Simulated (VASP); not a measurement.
# BaTiO3 (Amm2) in VASP: further runs

Runs on BaTiO3. Level: r2SCAN+U. Tasks: single point.

Program: VASP 6.6.1. These are calculated values, not measurements. Logs are shortened: lines on timing, memory, paths and dates and some standing lists are left out, and cuts for length are marked.

## 1. The cell of the first run

Symmetry: Amm2, No. 38, orthorhombic system. The conventional cell has a = 3.986 Å, b = 5.674 Å, c = 5.690 Å, α = 90.00°, β = 90.00°, γ = 90.00°. Ba (site symmetry mm2) has 12 O at 2.77 to 2.92 Å and 8 Ti at 3.42 to 3.53 Å within 3.7 Å. Within 2.6 Å of Ti (site symmetry mm2) lie 6 O at 1.93 to 2.09 Å. Within 2.6 Å of O (site symmetry mm2) lie 2 Ti at 2.00 Å. Within 2.6 Å of O (site symmetry m) lie 2 Ti at 1.93 to 2.09 Å.

## 2. Single point, r2SCAN+U

File POSCAR:

```
BaTiO3
1.0
    3.9855000000      0.0000000000      0.0000000000
    0.0000000000      2.8369000000     -2.8451500000
    0.0000000000      2.8369000000      2.8451500000
Ba Ti O
1 1 3
Direct
    0.0000000000      0.0000000000      0.0000000000
    0.5000000000      0.4876000000      0.5124000000
    0.0000000000      0.5126000000      0.4874000000
    0.5000000000      0.0081600000      0.5052400000
    0.5000000000      0.4947600000      0.9918400000
```

File INCAR.step1:

```
ALGO = Normal
EDIFF = 1E-5
ENCUT = 660
GGA = PE
GGA_COMPAT = False
ISMEAR = 0
LASPH = True
LCHARG = False
LDAU = True
LDAUJ = 0 0 0
LDAUL = -1 2 -1
LDAUTYPE = 2
LDAUU = 0 1 0
LMAXMIX = 4
LREAL = False
LWAVE = True
NBANDS = 28
NELM = 200
PREC = Accurate
SIGMA = 0.01
```

File INCAR.step2:

```
ALGO = Normal
EDIFF = 1E-6
ENCUT = 660
GGA_COMPAT = False
ISIF = 2
ISMEAR = 0
ISTART = 1
LASPH = True
LCHARG = False
LDAU = True
LDAUJ = 0 0 0
LDAUL = -1 2 -1
LDAUPRINT = 1
LDAUTYPE = 2
LDAUU = 0 1 0
LMAXMIX = 4
LMIXTAU = True
LREAL = False
LWAVE = False
METAGGA = R2SCAN
NBANDS = 28
NELM = 200
PREC = Accurate
SIGMA = 0.01
```

File KPOINTS:

```
k-points
0
Gamma
  6 6 6
```

Potentials or basis: VASP PAW PBE potentials, release 64 (Ba_sv, Ti_sv, O).

On the command line:

```
$ cat potpaw_PBE.64/Ba_sv/POTCAR potpaw_PBE.64/Ti_sv/POTCAR potpaw_PBE.64/O/POTCAR > POTCAR
$ cp INCAR.step1 INCAR
$ mpirun -np 1 vasp_std > vasp.out
$ cp INCAR.step2 INCAR
$ mpirun -np 1 vasp_std > vasp.out
```

OUTCAR:

```text
EDIFF = 1E-6
   ENCUT = 660
   ISIF = 2
   ISMEAR = 0
   ISTART = 1
   LASPH = True
   LREAL = False
   METAGGA = R2SCAN
   NELM = 200
   PREC = Accurate

 ion  position               nearest neighbor table
   1  0.000  0.000  0.000-   3 2.77   4 2.81   5 2.81   4 2.81   5 2.81   3 2.84   3 2.84   4 2.84
                             4 2.84   5 2.84   5 2.84   3 2.92   2 3.42   2 3.42   2 3.47   2 3.47
   2  0.500  0.488  0.512-   4 1.93   5 1.93   3 2.00   3 2.00   5 2.09   4 2.09   1 3.42   1 3.42
                             1 3.47   1 3.47   1 3.47   1 3.47   1 3.53   1 3.53
   3  0.000  0.513  0.487-   2 2.00   2 2.00   1 2.77   1 2.84   1 2.84   1 2.92
   4  0.500  0.008  0.505-   2 1.93   2 2.09   1 2.81   1 2.81   1 2.84   1 2.84
   5  0.500  0.495  0.992-   2 1.93   2 2.09   1 2.81   1 2.81   1 2.84   1 2.84

  LATTYP: Found a base centered orthorhombic cell.
 ALAT       =     5.6738000000
 B/A-ratio  =     1.0029081039
 C/A-ratio  =     0.7024392823

  Lattice vectors:

 A1 = (   0.0000000000,   2.8369000000,  -2.8451500000)
 A2 = (   0.0000000000,   2.8369000000,   2.8451500000)
 A3 = (   3.9855000000,   0.0000000000,   0.0000000000)

Analysis of symmetry for initial positions (statically):
=====================================================================
 Subroutine PRICEL returns:
 Original cell was already a primitive cell.

 Routine SETGRP: Setting up the symmetry group for a
 base centered orthorhombic supercell.

 Subroutine GETGRP returns: Found  4 space group operations
 (whereof  4 operations were pure point group operations)
 out of a pool of  8 trial point group operations.

The static configuration has the point symmetry C_2v.

Analysis of symmetry for dynamics (positions and initial velocities):
=====================================================================
 Subroutine PRICEL returns:
 Original cell was already a primitive cell.

 Routine SETGRP: Setting up the symmetry group for a
 base centered orthorhombic supercell.

 Subroutine GETGRP returns: Found  4 space group operations
 (whereof  4 operations were pure point group operations)
 out of a pool of  8 trial point group operations.

The dynamic configuration has the point symmetry C_2v.

 Subroutine INISYM returns: Found  4 space group operations
 (whereof  4 operations are pure point group operations),
 and found     1 'primitive' translations

----------------------------------------------------------------------------------------

                                     Primitive cell

  volume of cell :      64.3372

  direct lattice vectors                    reciprocal lattice vectors
     3.985500000  0.000000000  0.000000000     0.250909547  0.000000000  0.000000000
     0.000000000  2.836900000 -2.845150000     0.000000000  0.176248722 -0.175737659
     0.000000000  2.836900000  2.845150000     0.000000000  0.176248722  0.175737659

  length of vectors
     3.985500000  4.017820321  4.017820321     0.250909547  0.248892219  0.248892219

  position of ions in fractional coordinates (direct lattice)
     0.000000000  0.000000000  0.000000000
     0.500000000  0.487600000  0.512400000
     0.000000000  0.512600000  0.487400000
     0.500000000  0.008160000  0.505240000
     0.500000000  0.494760000  0.991840000

  ion indices of the primitive-cell ions
   primitive index   ion index
                 1           1
                 2           2
                 3           3
                 4           4
                 5           5

[... 54 lines left out ...]
   number of dos      NEDOS =    301   number of ions     NIONS =      5
   total plane-waves  NPLWV =  46656
   dimension x,y,z NGX =    36 NGY =   36 NGZ =   36
   dimension x,y,z NGXF=    72 NGYF=   72 NGZF=   72
   ions per type =               1   1   3
   NGX,Y,Z   is equivalent  to a cutoff of  15.02, 14.90, 14.90 a.u.
   NGXF,Y,Z  is equivalent  to a cutoff of  30.03, 29.79, 29.79 a.u.
 SYSTEM =  unknown system
   PREC   = accura    normal or accurate (medium, high low for compatibility)
   ISTART =      1    job   : 0-new  1-cont  2-samecut
   ICHARG =      0    charge: 1-file 2-atom 10-const
   ISPIN  =      1    spin polarized calculation?
   LNONCOLLINEAR =      F non collinear calculations
   LSORBIT =      F    spin-orbit coupling
   LASPH  =      T    aspherical Exc in radial PAW
   ENCUT  =  660.0 eV  48.51 Ry    6.96 a.u.   8.35  8.42  8.42*2*pi/ulx,y,z
   NELM   =    200;   NELMIN=  2; NELMDL=  0     # of ELM steps
   EDIFF  = 0.1E-05   stopping-criterion for ELM
   LREAL  =      F    real-space projection
   EDIFFG = 0.1E-04   stopping-criterion for IOM
   NSW    =      0    number of steps for IOM
   IBRION =     -1    ionic relax: 0-MD 1-quasi-New 2-CG
   NFREE  =      0    steps in history (QN), initial steepest desc. (CG)
   ISIF   =      2    stress and relaxation
   ISYM   =      2    0-nonsym 1-usesym 2-fastsym
   POTIM  = 0.5000    time-step for ionic-motion
   TEBEG  =    0.0;   TEEND  =   0.0 temperature during run
   PSTRESS=    0.0 pullay stress
   NELECT =      40.0000    total number of electrons
   NUPDOWN=      -1.0000    fix difference up-down
   EMIN   =  10.00;   EMAX   =-10.00  energy-range for DOS
   EFERMI =   0.00;   METHOD = LEGACY
   ISMEAR =     0;   SIGMA  =   0.01  broadening in eV -4-tet -1-fermi 0-gaus
   EFERMI_NEDOS =   21; number of points for ismear=-14 and -15
   IALGO  =     38    algorithm
   IMIX   =      4    mixing-type and parameters
     AMIX     =   0.40;   BMIX     =  1.00
     AMIX_MAG =   1.60;   BMIX_MAG =  1.00
  volume/ion in A,a.u.               =      12.87        86.83
  Fermi-wavevector in a.u.,A,eV,Ry     =   1.397250  2.640420 26.562762  1.952308
  Thomas-Fermi vector in A             =   2.520525
   LORBIT       =      0    0 simple, 1 ext, 2 COOP (PROOUT), +10 PAW based schemes
 LDA+U is selected, type is set to LDAUTYPE =  2
   angular momentum for each species LDAUL =    -1    2   -1
   U (eV)           for each species LDAUU =   0.0  1.0  0.0
   J (eV)           for each species LDAUJ =   0.0  0.0  0.0
   METAGGA = R2SCAN    functional components
   LHFCALC =     F    Hartree Fock is set to
   AEXX    =    0.0000 exact exchange contribution
   IVDW    =     0    specifies the selected vdW correction
   LEPSILON=     F    determine dielectric tensor
   LRPA    =     F    only Hartree local field effects (RPA)
 non-spin polarized calculation
 Gauss-broadening in eV      SIGMA  =   0.01
  energy-cutoff  :      660.00
  volume of cell :       64.34
 maximum number of plane-waves:      2517
 NGX is ok and might be reduce to    36
   NGX = 17   NGY = 17   NGZ = 17

atom =   2  type =  2  l = 2

 onsite density matrix

spin component  1

  0.1112  0.0000  0.0000  0.0000  0.0000
  0.0000  0.2438  0.0000  0.0000  0.0000
  0.0000  0.0000  0.1424  0.0000 -0.0551
  0.0000  0.0000  0.0000  0.1128  0.0000
  0.0000  0.0000 -0.0551  0.0000  0.2103

spin component  2

  0.1112  0.0000  0.0000  0.0000  0.0000
  0.0000  0.2438  0.0000  0.0000  0.0000
  0.0000  0.0000  0.1424  0.0000 -0.0551
  0.0000  0.0000  0.0000  0.1128  0.0000
  0.0000  0.0000 -0.0551  0.0000  0.2103

 occupancies and eigenvectors

  o =  0.1112  v =  1.0000  0.0000  0.0000  0.0000  0.0000  0.0000  0.0000  0.0000  0.0000  0.0000      0.0000  0.0000  0.0000  0.0000  0.0000  0.0000  0.0000  0.0000  0.0000  0.0000
  o =  0.1112  v =  0.0000  0.0000  0.0000  0.0000  0.0000  1.0000  0.0000  0.0000  0.0000  0.0000      0.0000  0.0000  0.0000  0.0000  0.0000  0.0000  0.0000  0.0000  0.0000  0.0000
  o =  0.1116  v =  0.0000  0.0000 -0.8732  0.0000 -0.4874  0.0000  0.0000  0.0000  0.0000  0.0000      0.0000  0.0000  0.0000  0.0000  0.0000  0.0000  0.0000  0.0000  0.0000  0.0000
  o =  0.1116  v =  0.0000  0.0000  0.0000  0.0000  0.0000  0.0000  0.0000 -0.8732  0.0000 -0.4874      0.0000  0.0000  0.0000  0.0000  0.0000  0.0000  0.0000  0.0000  0.0000  0.0000
  o =  0.1128  v =  0.0000  0.0000  0.0000  1.0000  0.0000  0.0000  0.0000  0.0000  0.0000  0.0000      0.0000  0.0000  0.0000  0.0000  0.0000  0.0000  0.0000  0.0000  0.0000  0.0000
  o =  0.1128  v =  0.0000  0.0000  0.0000  0.0000  0.0000  0.0000  0.0000  0.0000  1.0000  0.0000      0.0000  0.0000  0.0000  0.0000  0.0000  0.0000  0.0000  0.0000  0.0000  0.0000
  o =  0.2411  v =  0.0000  0.0000  0.0000  0.0000  0.0000  0.0000  0.0000 -0.4874  0.0000  0.8732      0.0000  0.0000  0.0000  0.0000  0.0000  0.0000  0.0000  0.0000  0.0000  0.0000
  o =  0.2411  v =  0.0000  0.0000 -0.4874  0.0000  0.8732  0.0000  0.0000  0.0000  0.0000  0.0000      0.0000  0.0000  0.0000  0.0000  0.0000  0.0000  0.0000  0.0000  0.0000  0.0000
  o =  0.2438  v =  0.0000  0.0000  0.0000  0.0000  0.0000  0.0000  1.0000  0.0000  0.0000  0.0000      0.0000  0.0000  0.0000  0.0000  0.0000  0.0000  0.0000  0.0000  0.0000  0.0000
  o =  0.2438  v =  0.0000  1.0000  0.0000  0.0000  0.0000  0.0000  0.0000  0.0000  0.0000  0.0000      0.0000  0.0000  0.0000  0.0000  0.0000  0.0000  0.0000  0.0000  0.0000  0.0000

 number of electron      40.0000000 magnetization

 Free energy of the ion-electron system (eV)
  ---------------------------------------------------
  ext. energy  EPLUGINS =         0.00000000
  ---------------------------------------------------
  free energy    TOTEN  =       -73.57732725 eV

  energy without entropy =      -73.57732725  energy(sigma->0) =      -73.57732725

 E-fermi :   3.6115     XC(G=0): -11.8950

 val. band max:        3.5348976958   @ k =   0.5000   0.5000   0.5000
 cond. band min:       5.8975186907   @ k =   0.0000   0.0000   0.0000
 fundamental gap:      2.3626209949
 Fermi energy:         3.6114980071

 k-point     1 :       0.0000    0.0000    0.0000
  band No.  band energies     occupation
      1     -55.5405      2.00000
      2     -30.7006      2.00000
      3     -30.6997      2.00000
      4     -30.6838      2.00000
      5     -21.9531      2.00000
      6     -14.3299      2.00000
[... 733 lines left out ...]
     27      12.3155      0.00000
     28      12.8239      0.00000

 [... further k-points ...]
[... 5 lines left out ...]
  --------------------------------------------------------------------------------------
  -------------------------------------------------------------------------------------
  Total        0.7280234      0.7813495      0.5047569      0.0000000      0.0000000      0.0000000
  in kB       18.1298380     19.4578075     12.5698714      0.0000000      0.0000000      0.0000000
  external PRESSURE =      16.7191723 kB  Pullay stress =       0.0000000 kB

 VOLUME and BASIS-vectors are now :
 -----------------------------------------------------------------------------
  energy-cutoff  :      660.00
  volume of cell :       64.34
      direct lattice vectors                 reciprocal lattice vectors
     3.985500000  0.000000000  0.000000000     0.250909547  0.000000000  0.000000000
     0.000000000  2.836900000 -2.845150000     0.000000000  0.176248722 -0.175737659
     0.000000000  2.836900000  2.845150000     0.000000000  0.176248722  0.175737659

 POSITION                                       TOTAL-FORCE (eV/Angst)
 -----------------------------------------------------------------------------------
      0.00000      0.00000      0.00000         0.000000      0.000000      0.164115
      1.99275      2.83690      0.07056         0.000000      0.000000     -0.030897
      0.00000      2.83690     -0.07170         0.000000      0.000000      0.267706
      1.99275      1.45646      1.41427         0.000000     -0.083298     -0.200462
      1.99275      4.21734      1.41427         0.000000      0.083298     -0.200462
 -----------------------------------------------------------------------------------
    total drift:                                0.000000     -0.000000      0.021897

  FREE ENERGIE OF THE ION-ELECTRON SYSTEM (eV)
  ---------------------------------------------------
  free  energy   TOTEN  =       -73.5773272471 eV

  energy  without entropy=      -73.5773272471  energy(sigma->0) =      -73.57732725
```

It took 5 min on 1 thread of AMD EPYC 9R45 (Zen 5), shared host; peak memory 0.27 GiB.

Results:

| Item | Value |
| --- | --- |
| Free energy | -73.5773 eV |
| Pressure | 1.7 GPa |
| Largest force | 0.268 eV/Å |
| Band gap on the k mesh | 2.36 eV (least direct gap 2.59 eV) |

Forces on the atoms (eV/Å):
```
Ba   0.000  0.000  0.164
Ti   0.000  0.000 -0.031
O    0.000  0.000  0.268
O    0.000 -0.083 -0.200
O    0.000  0.083 -0.200
```

Stress tensor (GPa, compression positive):
```
1.81 0.00 0.00
0.00 1.95 0.00
0.00 0.00 1.26
```

Levels at points of the mesh, in eV from the valence-band top:
| k point | band 17 | band 18 | band 19 | band 20 | band 21 | band 22 | band 23 | band 24 |
| --- | --- | --- | --- | --- | --- | --- | --- | --- |
| (0.00, 0.00, 0.00) | -1.13 | -0.35 | -0.27 | -0.23 | 2.36 | 2.42 | 2.56 | 4.30 |
| (0.50, 0.00, 0.00) | -1.79 | -1.72 | -0.87 | -0.83 | 2.56 | 3.98 | 4.07 | 4.28 |
| (0.00, 0.50, 0.00) | -1.82 | -1.67 | -0.86 | -0.80 | 2.60 | 4.01 | 4.04 | 4.33 |
| (0.50, 0.50, 0.00) | -1.82 | -0.91 | -0.90 | -0.09 | 4.03 | 4.05 | 4.46 | 5.09 |
| (0.00, 0.50, 0.50) | -1.75 | -0.93 | -0.89 | -0.14 | 4.02 | 4.08 | 4.46 | 5.22 |
| (0.50, 0.50, 0.50) | -2.39 | -0.05 | -0.01 | 0.00 | 4.65 | 4.70 | 4.71 | 7.25 |

Eigenvalues of the final occupation matrices:
```csv
site,spin,trace,eigenvalues
site 2 d,1,0.82,0.11 0.11 0.11 0.24 0.24
site 2 d,2,0.82,0.11 0.11 0.11 0.24 0.24
```

Caveat: the PAW data sets were made with another functional, which shifts forces and pressure a little; spin-orbit coupling is left out, which moves the levels of the heavy elements.

(Part 1 of 2 ends here.)
